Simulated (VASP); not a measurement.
**Cd: single point with PBE**

Cd:

```
Cd
1.0
     3.09073    0.00000    0.00000
    -1.54537    2.67665    0.00000
     0.00000    0.00000    5.45825
Cd
2
Direct
  0.33333 0.66667 0.75000
  0.66667 0.33333 0.25000
```

* Program: VASP 6.6.1
* Task: single point
* Functional: PBE
* Potentials or basis: VASP PAW PBE potentials, release 64 (Cd)
* Cutoff: 500 eV
* k mesh: 8 × 8 × 4
* Occupations: gaussian, width 0.05 eV
* Spin: no spin polarisation

```json
{
  "Pressure": "0.2 GPa",
  "Band gap on the k mesh": "zero (band 12 reaches 3.95 eV, above the bottom of band 13 at 0.31 eV)"
}
```

Stress tensor (GPa, compression positive):
```
0.14 0.00 0.00
0.00 0.14 0.00
0.00 0.00 0.44
```

Levels at points of the mesh, in eV from the Fermi level:
| k point | band 9 | band 10 | band 11 | band 12 | band 13 | band 14 | band 15 | band 16 |
| --- | --- | --- | --- | --- | --- | --- | --- | --- |
| (0.00, 0.00, 0.00) | -8.41 | -8.25 | -8.25 | -2.42 | -2.17 | 12.23 | 13.51 | 13.51 |
| (0.50, 0.00, 0.00) | -8.09 | -8.05 | -2.23 | -1.96 | 2.46 | 3.19 | 3.41 | 5.43 |
| (0.00, 0.00, 0.50) | -8.37 | -8.37 | -6.86 | -6.86 | 4.83 | 4.83 | 14.19 | 14.19 |
| (0.50, 0.00, 0.50) | -8.07 | -8.07 | -1.32 | -1.32 | -0.03 | -0.03 | 8.77 | 8.77 |

Run time: 24 s on 1 thread of Intel Xeon 8259CL, with other jobs on the host, peak memory 0.16 GiB.
